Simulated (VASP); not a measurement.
A run of VASP 6.6.1:

INCAR

```
PREC = Accurate
ENCUT = 500
EDIFF = 1E-6
ISMEAR = -1
SIGMA = 0.1
LREAL = False
LASPH = True
NELM = 120
ALGO = Normal
ISIF = 2
LWAVE = False
LCHARG = False
GGA = PE
NBANDS = 14
GGA_COMPAT = False
```

Contents of KPOINTS:

```
Automatic mesh
0
Gamma
  16 16 16
```

POSCAR

```
Rh
1.0
   -1.5564186060      1.5564186060      1.5564186060
    1.5564186060     -1.5564186060      1.5564186060
    1.5564186060      1.5564186060     -1.5564186060
Rh
1
Direct
    0.0000000000      0.0000000000      0.0000000000
```

Potentials or basis: VASP PAW PBE potentials, release 64 (Rh_pv).

Launch:

```console
$ cat potpaw_PBE.64/Rh_pv/POTCAR > POTCAR
$ mpirun -np 1 vasp_std > vasp.out
```

Hardware: 1 thread of AMD EPYC 9R45 (Zen 5) (shared host).

**Question.** Estimate the wall time of this run.

**Answer.** It took 16 s on 1 thread of AMD EPYC 9R45 (Zen 5), on a shared host, peak memory 0.11 GiB. Counts: scf iterations 11, k points 145.
